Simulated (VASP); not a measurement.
# Pt (C2/c) in VASP: single point with revPBE

Aim: the single point of Pt with revPBE.

Everything below comes from runs of VASP 6.6.1. Logs are shortened: lines on timing, memory, paths and dates and some standing lists are left out, and cuts for length are marked.

## 1. The cell of the first run

The typed cell holds 2 atoms: a = 3.576 Å, b = 3.576 Å, c = 3.744 Å, α = 90.01°, β = 90.01°, γ = 134.97°.

## 2. Single point, revPBE

File INCAR:

```
PREC = Accurate
ENCUT = 520
EDIFF = 1E-7
ISMEAR = -1
SIGMA = 0.1
LREAL = F
LASPH = T
NELM = 60
ALGO = Normal
ISIF = 2
LWAVE = F
LCHARG = T
GGA = RE
LELF = T
LVHAR = T
NBANDS = 17
```

File KPOINTS:

```
regular mesh
0
Gamma
  20 20 14
```

File POSCAR:

```
Pt
1.0
   -2.1571299987      2.5143080657      1.3458892495
    2.5143080657     -2.1571299987      1.3458892495
    2.6017130421      2.6017130421     -0.6917169657
Pt
2
Direct
    0.0158658084      0.9841341916      0.0000000000
    0.7341341916      0.2658658084      0.5000000000
```

Potentials or basis: VASP PAW PBE potentials, release 64 (Pt).

Command:

```console
cat potpaw_PBE.64/Pt/POTCAR > POTCAR
mpirun -np 1 vasp_std > vasp.out
```

OUTCAR:

```text
PREC = Accurate
   ENCUT = 520
   EDIFF = 1E-7
   ISMEAR = -1
   LREAL = F
   LASPH = T
   NELM = 60
   ISIF = 2
   GGA = RE

 ion  position               nearest neighbor table
   1  0.016  0.984  0.000-   2 2.64   2 2.64   2 2.73   2 2.73   2 2.73   2 2.73
   2  0.734  0.266  0.500-   1 2.64   1 2.64   1 2.73   1 2.73   1 2.73   1 2.73

  LATTYP: Found a base centered monoclinic cell.
 ALAT       =     2.7387631936
 B/A-ratio  =     2.4121877648
 C/A-ratio  =     1.3669798550
 COS(beta)  =    -0.0003315154

  Lattice vectors:

 A1 = (  -2.1571299987,   2.5143080657,   1.3458892495)
 A2 = (   2.5143080657,  -2.1571299987,   1.3458892495)
 A3 = (   2.6017130421,   2.6017130421,  -0.6917169657)

Analysis of symmetry for initial positions (statically):
=====================================================================
 Subroutine PRICEL returns:
 Original cell was already a primitive cell.

 Routine SETGRP: Setting up the symmetry group for a
 base centered monoclinic supercell.

 Subroutine GETGRP returns: Found  4 space group operations
 (whereof  2 operations were pure point group operations)
 out of a pool of  4 trial point group operations.

The static configuration has the point symmetry C_2 .
 The point group associated with its full space group is C_2h.

Analysis of symmetry for dynamics (positions and initial velocities):
=====================================================================
 Subroutine PRICEL returns:
 Original cell was already a primitive cell.

 Routine SETGRP: Setting up the symmetry group for a
 base centered monoclinic supercell.

 Subroutine GETGRP returns: Found  4 space group operations
 (whereof  2 operations were pure point group operations)
 out of a pool of  4 trial point group operations.

The dynamic configuration has the point symmetry C_2 .
 The point group associated with its full space group is C_2h.

 Subroutine INISYM returns: Found  4 space group operations
 (whereof  2 operations are pure point group operations),
 and found     1 'primitive' translations

----------------------------------------------------------------------------------------

                                     Primitive cell

  volume of cell :      33.8693

  direct lattice vectors                    reciprocal lattice vectors
    -2.157129999  2.514308066  1.345889250    -0.059330786  0.154736057  0.358842056
     2.514308066 -2.157129999  1.345889250     0.154736057 -0.059330786  0.358842056
     2.601713042  2.601713042 -0.691716966     0.185632180  0.185632180 -0.049263893

  length of vectors
     3.575803791  3.575803791  3.743834113     0.395260687  0.395260687  0.267105867

  position of ions in fractional coordinates (direct lattice)
     0.015865808  0.984134192  0.000000000
     0.734134192  0.265865808  0.500000000

  ion indices of the primitive-cell ions
   primitive index   ion index
                 1           1
                 2           2

----------------------------------------------------------------------------------------

 KPOINTS: regular mesh

Automatic generation of k-mesh.
 Grid dimensions read from file:
 generate k-points for:   20   20   14

 Generating k-lattice:

  Cartesian coordinates                     Fractional coordinates (reciprocal lattice)
    -0.002966539  0.007736803  0.017942103     0.050000000  0.000000000  0.000000000
     0.007736803 -0.002966539  0.017942103     0.000000000  0.050000000  0.000000000
     0.013259441  0.013259441 -0.003518849     0.000000000  0.000000000  0.071428571

  Length of vectors
     0.019763034  0.019763034  0.019078990

  Shift w.r.t. Gamma in fractional coordinates (k-lattice)
     0.000000000  0.000000000  0.000000000

 Subroutine IBZKPT returns following result:
 ===========================================

 Found   1482 irreducible k-points:

 Following reciprocal coordinates:
            Coordinates               Weight
  0.000000  0.000000  0.000000      1.000000
  0.050000  0.000000  0.000000      4.000000
  0.100000 -0.000000  0.000000      4.000000
  0.150000  0.000000  0.000000      4.000000
  0.200000 -0.000000  0.000000      4.000000
  0.250000 -0.000000  0.000000      4.000000
[... 16 lines left out ...]
 -0.400000  0.050000 -0.000000      4.000000
 -0.350000  0.050000 -0.000000      4.000000
 [... further k-points ...]
   k-points           NKPTS =   1482   k-points in BZ     NKDIM =   1482   number of bands    NBANDS=     17
   number of dos      NEDOS =    301   number of ions     NIONS =      2
   total plane-waves  NPLWV =  21952
   dimension x,y,z NGX =    28 NGY =   28 NGZ =   28
   dimension x,y,z NGXF=    56 NGYF=   56 NGZF=   56
   ions per type =               2
   NGX,Y,Z   is equivalent  to a cutoff of  13.02, 13.02, 12.43 a.u.
   NGXF,Y,Z  is equivalent  to a cutoff of  26.04, 26.04, 24.87 a.u.
 SYSTEM =  unknown system
   PREC   = accura    normal or accurate (medium, high low for compatibility)
   ISTART =      0    job   : 0-new  1-cont  2-samecut
   ICHARG =      2    charge: 1-file 2-atom 10-const
   ISPIN  =      1    spin polarized calculation?
   LNONCOLLINEAR =      F non collinear calculations
   LSORBIT =      F    spin-orbit coupling
   LASPH  =      T    aspherical Exc in radial PAW
   ENCUT  =  520.0 eV  38.22 Ry    6.18 a.u.   6.65  6.65  6.96*2*pi/ulx,y,z
   NELM   =     60;   NELMIN=  2; NELMDL= -5     # of ELM steps
   EDIFF  = 0.1E-06   stopping-criterion for ELM
   LREAL  =      F    real-space projection
   EDIFFG = 0.1E-05   stopping-criterion for IOM
   NSW    =      0    number of steps for IOM
   IBRION =     -1    ionic relax: 0-MD 1-quasi-New 2-CG
   NFREE  =      0    steps in history (QN), initial steepest desc. (CG)
   ISIF   =      2    stress and relaxation
   ISYM   =      2    0-nonsym 1-usesym 2-fastsym
   POTIM  = 0.5000    time-step for ionic-motion
   TEBEG  =    0.0;   TEEND  =   0.0 temperature during run
   PSTRESS=    0.0 pullay stress
   NELECT =      20.0000    total number of electrons
   NUPDOWN=      -1.0000    fix difference up-down
   EMIN   =  10.00;   EMAX   =-10.00  energy-range for DOS
   EFERMI =   0.00;   METHOD = LEGACY
   ISMEAR =    -1;   SIGMA  =   0.10  broadening in eV -4-tet -1-fermi 0-gaus
   EFERMI_NEDOS =   21; number of points for ismear=-14 and -15
   IALGO  =     38    algorithm
   IMIX   =      4    mixing-type and parameters
     AMIX     =   0.40;   BMIX     =  1.00
     AMIX_MAG =   1.60;   BMIX_MAG =  1.00
  volume/ion in A,a.u.               =      16.93       114.28
  Fermi-wavevector in a.u.,A,eV,Ry     =   1.373460  2.595463 25.665918  1.886392
  Thomas-Fermi vector in A             =   2.498975
   LORBIT       =      0    0 simple, 1 ext, 2 COOP (PROOUT), +10 PAW based schemes
   GGA     = RE    functional components
   LHFCALC =     F    Hartree Fock is set to
   AEXX    =    0.0000 exact exchange contribution
   IVDW    =     0    specifies the selected vdW correction
   LEPSILON=     F    determine dielectric tensor
   LRPA    =     F    only Hartree local field effects (RPA)
 non-spin polarized calculation
  energy-cutoff  :      520.00
  volume of cell :       33.87
 maximum number of plane-waves:       930
   NGX = 13   NGY = 13   NGZ = 13

 number of electron      20.0000001 magnetization

 Free energy of the ion-electron system (eV)
  ---------------------------------------------------
  ext. energy  EPLUGINS =         0.00000000
  ---------------------------------------------------
  free energy    TOTEN  =       -10.91127626 eV

  energy without entropy =      -10.83567069  energy(sigma->0) =      -10.87347347

 E-fermi :   9.4263     XC(G=0): -12.6802

 val. band max:        9.4262235541   @ k =  -0.1000  -0.4500   0.4286
 cond. band min:       9.4266380145   @ k =  -0.1000   0.1500   0.0714
 fundamental gap:      0.0004144604
 Fermi energy:         9.4262615737

 k-point     1 :       0.0000    0.0000    0.0000
  band No.  band energies     occupation
      1       0.2911      2.00000
      2       3.2669      2.00000
      3       4.1368      2.00000
      4       4.2584      2.00000
      5       5.2139      2.00000
      6       7.3420      2.00000
[... 9 lines left out ...]
     16      25.7892      0.00000
     17      26.8155      0.00000

 k-point     2 :       0.0500    0.0000    0.0000
  band No.  band energies     occupation
      1       0.3701      2.00000
      2       3.3067      2.00000
      3       4.2029      2.00000
      4       4.2665      2.00000
      5       5.2710      2.00000
      6       7.2617      2.00000
[... 9 lines left out ...]
     16      25.8604      0.00000
     17      26.7533      0.00000

 k-point     3 :       0.1000   -0.0000    0.0000
  band No.  band energies     occupation
      1       0.6026      2.00000
      2       3.4174      2.00000
      3       4.2876      2.00000
      4       4.3960      2.00000
      5       5.4425      2.00000
      6       7.0245      2.00000
[... 9 lines left out ...]
     16      25.4635      0.00000
     17      26.0577      0.00000

 k-point     4 :       0.1500    0.0000    0.0000
  band No.  band energies     occupation
      1       0.9741      2.00000
      2       3.5760      2.00000
      3       4.3123      2.00000
      4       4.6919      2.00000
      5       5.7252      2.00000
      6       6.6456      2.00000
[... 9 lines left out ...]
     16      24.8944      0.00000
     17      26.1465      0.00000
[... 343 lines left out ...]
      1       3.3324      2.00000
      2       3.7773      2.00000
      3       4.3379      2.00000
      4       4.4053      2.00000
      5       6.3900      2.00000
      6       7.0952      2.00000
[... 9 lines left out ...]
     16      22.8376      0.00000
     17      25.5705      0.00000

 k-point    23 :      -0.4000    0.0500   -0.0000
  band No.  band energies     occupation
      1       3.1057      2.00000
      2       3.8670      2.00000
      3       4.3824      2.00000
      4       4.6461      2.00000
      5       5.9865      2.00000
      6       6.7282      2.00000
[... 9 lines left out ...]
     16      23.8850      0.00000
     17      25.7508      0.00000

 k-point    24 :      -0.3500    0.0500   -0.0000
  band No.  band energies     occupation
      1       2.7200      2.00000
      2       3.9392      2.00000
      3       4.3988      2.00000
      4       5.0126      2.00000
      5       5.5647      2.00000
      6       6.4672      2.00000
[... 9 lines left out ...]
     16      24.6794      0.00000
     17      25.9656      0.00000

 [... further k-points ...]

------------------------ aborting loop because EDIFF is reached ----------------------------------------

  FORCE on cell =-STRESS in cart. coord.  units (eV):
  Direction    XX          YY          ZZ          XY          YZ          ZX
  --------------------------------------------------------------------------------------
  -------------------------------------------------------------------------------------
  Total       -0.1041148     -0.1041148     -0.1381753     -0.0036325     -0.0014183     -0.0014183
  in kB       -4.9251138     -4.9251138     -6.5363361     -0.1718346     -0.0670920     -0.0670906
  external PRESSURE =      -5.4621879 kB  Pullay stress =       0.0000000 kB

 VOLUME and BASIS-vectors are now :
 -----------------------------------------------------------------------------
  energy-cutoff  :      520.00
  volume of cell :       33.87
      direct lattice vectors                 reciprocal lattice vectors
    -2.157129999  2.514308066  1.345889250    -0.059330786  0.154736057  0.358842056
     2.514308066 -2.157129999  1.345889250     0.154736057 -0.059330786  0.358842056
     2.601713042  2.601713042 -0.691716966     0.185632180  0.185632180 -0.049263893

 POSITION                                       TOTAL-FORCE (eV/Angst)
 -----------------------------------------------------------------------------------
      2.44019     -2.08301      1.34589         0.000818     -0.000818     -0.000000
      0.38570      2.57319      1.00003        -0.000818      0.000818      0.000000
 -----------------------------------------------------------------------------------
    total drift:                                0.000000     -0.000000     -0.000000

  FREE ENERGIE OF THE ION-ELECTRON SYSTEM (eV)
  ---------------------------------------------------
  free  energy   TOTEN  =       -10.9112762585 eV

  energy  without entropy=      -10.8356706877  energy(sigma->0) =      -10.87347347
```

Wall time 5.3 min (1 thread of Intel Xeon 6975P-C (Granite Rapids), shared host); peak memory 0.75 GiB.

What came out:

```yaml
Free_energy: -10.9113 eV
Pressure: -0.5 GPa
Band_gap_on_the_k_mesh: zero (bands 10 and 11 overlap by 1.45 eV)
```

Stress tensor (GPa, compression positive):
```
-0.49 -0.02 -0.01
-0.02 -0.49 -0.01
-0.01 -0.01 -0.65
```

Caveat: the PAW data sets were made with another functional, which shifts forces and pressure a little; spin-orbit coupling is left out, which moves the levels of the heavy elements.
